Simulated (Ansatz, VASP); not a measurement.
## ZrB2 in VASP and in Ansatz

```
Zr B
1.0
     3.19099    0.00000    0.00000
    -1.59550    2.76348    0.00000
     0.00000    0.00000    3.55640
Zr B
1 2
Direct
  0.00000 0.00000 0.00000
  0.66667 0.33333 0.50000
  0.33333 0.66667 0.50000
```

Alike in both runs: task single point; functional LDA; k mesh 10 × 10 × 8; occupations fermi-dirac, width 0.05 eV; no spin polarisation.

|  | VASP | Ansatz |
| --- | --- | --- |
| version | VASP 6.6.1 | Ansatz 0.2.0 |
| potentials or method | VASP PAW LDA potentials, release 64 (Zr_sv, B) | Ansatz PAW |
| plane-wave cutoff (eV) | 520 | 420 |
| valence electrons in the cell | 18 | 18 |

Ansatz gave:

```
gap on the k mesh at the Fermi level (eV)                     : none
pressure (GPa)                                                : -13.1
traceless stress, the component that is largest in VASP (GPa) : 0.85
```

Q: What did VASP give for the same quantities?

A: gap on the k mesh at the Fermi level (eV): none; pressure (GPa): -12.7; traceless stress, the component that is largest in VASP (GPa): 0.88.

LDA's correlation is that of Perdew and Zunger in VASP and of Perdew and Wang (1992) in Ansatz. A gap of «none» marks a metal or a gap that the smearing closes.
